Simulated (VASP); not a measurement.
Here is a VASP 6.6.1 calculation.

File INCAR:

```
PREC = Accurate ; ENCUT = 520
EDIFF = 1E-7 ; ISMEAR = 0
SIGMA = 0.1 ; LREAL = False
LASPH = True ; NELM = 60
ALGO = Normal ; ISIF = 2
LWAVE = False ; LCHARG = False
LDIPOL = True ; IDIPOL = 3
DIPOL = 0.5 0.5 0.500 ; GGA = PE
NBANDS = 25
```

Contents of KPOINTS:

```
Automatic mesh
0
Gamma
  12 12 1
```

Contents of POSCAR:

```
Ti
1.0
    2.9385821062      0.0000000000      0.0000000000
   -1.4692910531      2.5448867551      0.0000000000
    0.0000000000      0.0000000000     19.6504271808
Ti
3
Direct
    0.3333333333      0.6666666667      0.3869593551
    0.6666666667      0.3333333333      0.5000000443
    0.3333333333      0.6666666667      0.6130406006
```

Potentials or basis: VASP PAW PBE potentials, release 64 (Ti_sv).

Run with:

```sh
$ cat potpaw_PBE.64/Ti_sv/POTCAR > POTCAR
$ mpirun -np 1 vasp_std > vasp.out
```

(1) Estimate the band gap on the k mesh.

(2) What does it give for the largest force?

## Answers

(1) zero (band 18 reaches 0.95 eV, above the bottom of band 19 at -0.06 eV).

(2) 0.015 eV/Å.
